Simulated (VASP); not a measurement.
Here is a VASP 6.6.1 calculation.

INCAR

```
SYSTEM = ZrC
  PREC = Accurate
  ENCUT = 520
  EDIFF = 1E-7
  ISMEAR = -1
  SIGMA = 0.1
  LREAL = .FALSE.
  LASPH = .TRUE.
  NELM = 100
  ALGO = Normal
  ISIF = 2
  LWAVE = .FALSE.
  LCHARG = .FALSE.
  GGA = PE
  NBANDS = 15
```

KPOINTS

```
regular mesh
0
G
  10 10 10
  0 0 0
```

File POSCAR:

```
ZrC
1.0
    0.0000000000      2.3650000000      2.3650000000
    2.3650000000      0.0000000000      2.3650000000
    2.3650000000      2.3650000000      0.0000000000
Zr C
1 1
Direct
    0.5000000000      0.5000000000      0.5000000000
    0.0000000000      0.0000000000      0.0000000000
```

Potentials or basis: VASP PAW PBE potentials, release 64 (Zr_sv, C).

Launch:

```bash
$ cat potpaw_PBE.64/Zr_sv/POTCAR potpaw_PBE.64/C/POTCAR > POTCAR
$ mpirun -np 1 vasp_std > vasp.out
```

Task: Predict the band gap on the k mesh.

Result: Zero (band 8 reaches 10.33 eV, above the bottom of band 9 at 9.07 eV).

Task: Estimate the pressure.

Result: -2.7 GPa.
